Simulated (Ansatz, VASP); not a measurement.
## Two plane-wave programs on IrS

```
CELL_PARAMETERS angstrom
0.00000 2.42275 2.42275
2.42275 0.00000 2.42275
2.42275 2.42275 0.00000
ATOMIC_POSITIONS crystal
Ir 0.50000 0.50000 0.50000
S 0.00000 0.00000 0.00000
```

Alike in both runs: task single point; functional PBEsol; k mesh 10 × 10 × 10; occupations gaussian, width 0.05 eV; no spin polarisation.

```csv
,VASP,Ansatz
version,VASP 6.6.1,Ansatz 0.2.0
potentials or method,"VASP PAW PBE potentials, release 64 (Ir, S), cutoff 520 eV","scalar-relativistic, plane waves, PAW"
valence electrons in the cell,15,23
```

```tsv
	VASP	Ansatz	Ansatz less VASP
gap on the k mesh at the Fermi level (eV)	none	none	-
pressure (GPa)	5.8	4.6	-1.22
```

VASP's potentials were made for PBE, not for PBEsol. A gap of «none» marks a metal or a gap that the smearing closes. With one functional, cell and mesh, what is left measures potentials, basis and numerics. VASP's potentials hold 15 valence electrons a cell and Ansatz's 23, so a difference there can come from the potentials and not from the codes.

Spin-orbit coupling is off throughout.
